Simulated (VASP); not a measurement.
# Cu (Pm-3n) in VASP: relaxation of cell and atoms with LDA

Aim: the relaxation of cell and atoms of Cu with LDA.

All numbers are computed with VASP 6.6.1; they aren't measurements. Logs are shortened: lines on timing, memory, paths and dates and some standing lists are left out, and cuts for length are marked.

### 1 The cell of the first run

The structure is cubic, space group Pm-3n (No. 223). Conventional cell: a = 4.555 Å, b = 4.555 Å, c = 4.555 Å, α = 90.00°, β = 90.00°, γ = 90.00°. Cu (site symmetry m-3) has 12 Cu at 2.55 Å within 3.4 Å. Cu (site symmetry -4m2) has 14 Cu at 2.28 to 2.79 Å within 3.0 Å.

### 2 Relaxation of cell and atoms, LDA

INCAR

```
PREC = Accurate
ENCUT = 820
EDIFF = 1E-7
ISMEAR = -1
SIGMA = 0.1
LREAL = False
LASPH = True
NELM = 120
ALGO = Normal
ISIF = 3
LWAVE = False
LCHARG = False
GGA = CA
IBRION = 2
NSW = 80
EDIFFG = -0.01
GGA_COMPAT = False
NELMIN = 4
```

KPOINTS

```
regular mesh
0
Gamma
  6 6 6
```

POSCAR

```
Cu
1.0
    4.5545641985      0.0000000000      0.0000000000
    0.0000000000      4.5545641985      0.0000000000
    0.0000000000      0.0000000000      4.5545641985
Cu
8
Direct
    0.0000000000      0.0000000000      0.0000000000
    0.5000000000      0.5000000000      0.5000000000
    0.2500000000      0.0000000000      0.5000000000
    0.7500000000      0.0000000000      0.5000000000
    0.5000000000      0.2500000000      0.0000000000
    0.5000000000      0.7500000000      0.0000000000
    0.0000000000      0.5000000000      0.2500000000
    0.0000000000      0.5000000000      0.7500000000
```

Potentials or basis: VASP PAW LDA potentials, release 64 (Cu_sv_GW).

On the command line:

```
cat potpaw_LDA.64/Cu_sv_GW/POTCAR > POTCAR
mpirun -np 1 vasp_std > vasp.out
```

OUTCAR:

```text
PREC = Accurate
   ENCUT = 820
   EDIFF = 1E-7
   ISMEAR = -1
   LREAL = False
   LASPH = True
   NELM = 120
   ISIF = 3
   GGA = CA
   IBRION = 2
   NSW = 80
   EDIFFG = -0.01
   NELMIN = 4

 ion  position               nearest neighbor table
   1  0.000  0.000  0.000-   3 2.55   4 2.55   5 2.55   6 2.55   7 2.55   8 2.55   3 2.55   4 2.55
                             7 2.55   8 2.55   5 2.55   6 2.55
   2  0.500  0.500  0.500-   3 2.55   4 2.55   5 2.55   6 2.55   7 2.55   8 2.55   5 2.55   6 2.55
                             3 2.55   4 2.55   7 2.55   8 2.55
   3  0.250  0.000  0.500-   4 2.28   4 2.28   1 2.55   1 2.55   2 2.55   2 2.55
   4  0.750  0.000  0.500-   3 2.28   3 2.28   1 2.55   1 2.55   2 2.55   2 2.55
   5  0.500  0.250  0.000-   6 2.28   6 2.28   1 2.55   2 2.55   2 2.55   1 2.55
   6  0.500  0.750  0.000-   5 2.28   5 2.28   1 2.55   2 2.55   2 2.55   1 2.55
   7  0.000  0.500  0.250-   8 2.28   8 2.28   1 2.55   2 2.55   1 2.55   2 2.55
   8  0.000  0.500  0.750-   7 2.28   7 2.28   1 2.55   2 2.55   1 2.55   2 2.55

  LATTYP: Found a simple cubic cell.
 ALAT       =     4.5545641985

  Lattice vectors:

 A1 = (   4.5545641985,   0.0000000000,   0.0000000000)
 A2 = (   0.0000000000,   4.5545641985,   0.0000000000)
 A3 = (   0.0000000000,   0.0000000000,   4.5545641985)

Analysis of symmetry for initial positions (statically):
=====================================================================
 Subroutine PRICEL returns:
 Original cell was already a primitive cell.

 Routine SETGRP: Setting up the symmetry group for a
 simple cubic supercell.

 Subroutine GETGRP returns: Found 48 space group operations
 (whereof 24 operations were pure point group operations)
 out of a pool of 48 trial point group operations.

The static configuration has the point symmetry T_h .
 The point group associated with its full space group is O_h .

Analysis of symmetry for dynamics (positions and initial velocities):
=====================================================================
 Subroutine PRICEL returns:
 Original cell was already a primitive cell.

 Routine SETGRP: Setting up the symmetry group for a
 simple cubic supercell.

 Subroutine GETGRP returns: Found 48 space group operations
 (whereof 24 operations were pure point group operations)
 out of a pool of 48 trial point group operations.

The dynamic configuration has the point symmetry T_h .
[... 113 lines left out ...]
   ISIF   =      3    stress and relaxation
   ISYM   =      2    0-nonsym 1-usesym 2-fastsym
   POTIM  = 0.5000    time-step for ionic-motion
   TEBEG  =    0.0;   TEEND  =   0.0 temperature during run
   PSTRESS=    0.0 pullay stress
   NELECT =     152.0000    total number of electrons
   NUPDOWN=      -1.0000    fix difference up-down
   EMIN   =  10.00;   EMAX   =-10.00  energy-range for DOS
   EFERMI =   0.00;   METHOD = LEGACY
   ISMEAR =    -1;   SIGMA  =   0.10  broadening in eV -4-tet -1-fermi 0-gaus
   EFERMI_NEDOS =   21; number of points for ismear=-14 and -15
   IALGO  =     38    algorithm
   IMIX   =      4    mixing-type and parameters
     AMIX     =   0.40;   BMIX     =  1.00
     AMIX_MAG =   1.60;   BMIX_MAG =  1.00
  volume/ion in A,a.u.               =      11.81        79.70
  Fermi-wavevector in a.u.,A,eV,Ry     =   1.918268  3.625000 50.066048  3.679751
  Thomas-Fermi vector in A             =   2.953306
   LORBIT       =      0    0 simple, 1 ext, 2 COOP (PROOUT), +10 PAW based schemes
   GGA     = CA    functional components
   LHFCALC =     F    Hartree Fock is set to
   AEXX    =    0.0000 exact exchange contribution
   IVDW    =     0    specifies the selected vdW correction
   LEPSILON=     F    determine dielectric tensor
   LRPA    =     F    only Hartree local field effects (RPA)
 conjugate gradient relaxation of ions
 non-spin polarized calculation
  energy-cutoff  :      820.00
  volume of cell :       94.48
 maximum number of plane-waves:      5058
 NGX is ok and might be reduce to    48
   NGX = 21   NGY = 21   NGZ = 21

--------------------------------------- Ionic step        1  -------------------------------------------

 number of electron     151.9999963 magnetization

 Free energy of the ion-electron system (eV)
  ---------------------------------------------------
  ext. energy  EPLUGINS =         0.00000000
  ---------------------------------------------------
  free energy    TOTEN  =       -37.83297553 eV

  energy without entropy =      -37.73584364  energy(sigma->0) =      -37.78440959

------------------------ aborting loop because EDIFF is reached ----------------------------------------

  FORCE on cell =-STRESS in cart. coord.  units (eV):
  Direction    XX          YY          ZZ          XY          YZ          ZX
  --------------------------------------------------------------------------------------
  -------------------------------------------------------------------------------------
  Total       -5.5986422     -5.5986422     -5.5986422     -0.0000000     -0.0000000      0.0000000
  in kB      -94.9407832    -94.9407832    -94.9407832     -0.0000000     -0.0000000      0.0000000
  external PRESSURE =     -94.9407832 kB  Pullay stress =       0.0000000 kB
[... 71 lines left out ...]
--------------------------------------- Ionic step        3  -------------------------------------------

 number of electron     151.9999984 magnetization

 Free energy of the ion-electron system (eV)
  ---------------------------------------------------
  ext. energy  EPLUGINS =         0.00000000
  ---------------------------------------------------
  free energy    TOTEN  =       -37.99830718 eV

  energy without entropy =      -37.90233350  energy(sigma->0) =      -37.95032034

 E-fermi :   7.9897     XC(G=0): -14.1833

 val. band max:        7.9261076474   @ k =   0.5000   0.1667   0.1667
 cond. band min:       7.9923098044   @ k =   0.1667   0.0000   0.0000
 fundamental gap:      0.0662021570
 Fermi energy:         7.9897296283

 k-point     1 :       0.0000    0.0000    0.0000
  band No.  band energies     occupation
      1    -103.7174      2.00000
      2    -103.7060      2.00000
      3    -103.7060      2.00000
      4    -103.6938      2.00000
      5    -103.6876      2.00000
      6    -103.6771      2.00000
[... 1809 lines left out ...]
     87      20.8384      0.00000
     88      20.8467      0.00000
 [bands above 88 left out]

------------------------ aborting loop because EDIFF is reached ----------------------------------------

  FORCE on cell =-STRESS in cart. coord.  units (eV):
  Direction    XX          YY          ZZ          XY          YZ          ZX
  --------------------------------------------------------------------------------------
  -------------------------------------------------------------------------------------
  Total       -0.0304982     -0.0304982     -0.0304982      0.0000000     -0.0000000     -0.0000000
  in kB       -0.5474940     -0.5474940     -0.5474940      0.0000000     -0.0000000     -0.0000000
  external PRESSURE =      -0.5474940 kB  Pullay stress =       0.0000000 kB
[... 23 lines left out ...]
  FREE ENERGIE OF THE ION-ELECTRON SYSTEM (eV)
  ---------------------------------------------------
  free  energy   TOTEN  =       -37.9983071828 eV

  energy  without entropy=      -37.9023335022  energy(sigma->0) =      -37.95032034

 reached required accuracy - stopping structural energy minimisation
```

CONTCAR:

```text
Cu
   1.00000000000000
     4.4689139123224937    0.0000000000000000    0.0000000000000000
    -0.0000000000000000    4.4689139123224937    0.0000000000000000
    -0.0000000000000000   -0.0000000000000000    4.4689139123224937
  Cu
     8
Direct
     0.0000000000000000    0.0000000000000000    0.0000000000000000
     0.5000000000000000    0.5000000000000000    0.5000000000000000
     0.2500000000000000    0.0000000000000000    0.5000000000000000
     0.7500000000000000    0.0000000000000000    0.5000000000000000
     0.5000000000000000    0.2500000000000000    0.0000000000000000
     0.5000000000000000    0.7500000000000000    0.0000000000000000
     0.0000000000000000    0.5000000000000000    0.2500000000000000
     0.0000000000000000    0.5000000000000000    0.7500000000000000

  0.00000000E+00  0.00000000E+00  0.00000000E+00
  0.00000000E+00  0.00000000E+00  0.00000000E+00
  0.00000000E+00  0.00000000E+00  0.00000000E+00
  0.00000000E+00  0.00000000E+00  0.00000000E+00
  0.00000000E+00  0.00000000E+00  0.00000000E+00
  0.00000000E+00  0.00000000E+00  0.00000000E+00
  0.00000000E+00  0.00000000E+00  0.00000000E+00
  0.00000000E+00  0.00000000E+00  0.00000000E+00
```

Wall time 14 min (1 thread of Intel Xeon 6975P-C (Granite Rapids), shared host); peak memory 0.43 GiB.

What came out:

```
Free energy                           : -37.9983 eV
Relaxed volume                        : 11.16 Å³/atom
Relaxed cell                          : a = 4.469 Å, b = 4.469 Å, c = 4.469 Å, α = 90.00°, β = 90.00°, γ = 90.00°
Space group after relaxing (to 0.1 Å) : Pm-3n (No. 223)
Energy gained by relaxing             : 20.7 meV/atom
Ionic steps                           : 3
Pressure after relaxing               : -0.1 GPa
Band gap on the k mesh                : zero (bands 76 and 77 overlap by 1.77 eV)
```

The path:
```tsv
step	energy change (eV)	largest force (eV/Å)	pressure (GPa)	volume (Å³)
1	0.0000	0.0000	-9.49	94.48
2	-0.0499	0.0000	9.59	85.23
3	-0.1653	0.0000	-0.05	89.25
```

Final structure:
```xyz
8
Lattice="4.4689 0.0000 0.0000 0.0000 4.4689 0.0000 0.0000 0.0000 4.4689" Properties=species:S:1:pos:R:3 pbc="T T T"
Cu    0.0000    0.0000    0.0000
Cu    2.2345    2.2345    2.2345
Cu    1.1172    0.0000    2.2345
Cu    3.3517    0.0000    2.2345
Cu    2.2345    1.1172    0.0000
Cu    2.2345    3.3517    0.0000
Cu    0.0000    2.2345    1.1172
Cu    0.0000    2.2345    3.3517
```

The gap in the log of VASP goes by the Fermi energy; the results here count the filled bands.